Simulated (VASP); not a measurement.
H3OF, 25 atoms in the cell. The cell holds an amorphous packing of atoms, 25 atoms: a = 6.350 Å, b = 6.350 Å, c = 6.350 Å, α = 90.00°, β = 90.00°, γ = 90.00°. 

```yaml
Program: VASP 6.6.1
Task: single point
Functional: PBE
Dispersion: D3(BJ)
Potentials_or_basis: VASP PAW PBE potentials, release 64 (F_h, H_h, O_h)
Cutoff: 910 eV
k_mesh: 1 × 1 × 1
Occupations: fermi-dirac, width 0.05 eV
Spin: no spin polarisation
Dipole_correction: no
Second_run: hard_potentials
Further_INCAR_settings: LREAL = Auto; ALGO = Normal; EDIFF = 1e-06; NBANDS = 58
```

Potentials or basis: VASP PAW PBE potentials, release 64 (F_h, H_h, O_h).

Command:

```bash
$ cat potpaw_PBE.64/F_h/POTCAR potpaw_PBE.64/H_h/POTCAR potpaw_PBE.64/O_h/POTCAR > POTCAR
$ mpirun -np 1 vasp_gam > vasp.out
```

Hardware: 1 thread of AMD EPYC 7R43 64-Core Processor (Zen 3), with other jobs on the host.

Q: Estimate the wall time of this run.

A: Wall time 85 s on 1 thread of AMD EPYC 7R43 64-Core Processor (Zen 3) (shared host), peak memory 0.47 GiB. Counts: scf iterations 16, k points 1.
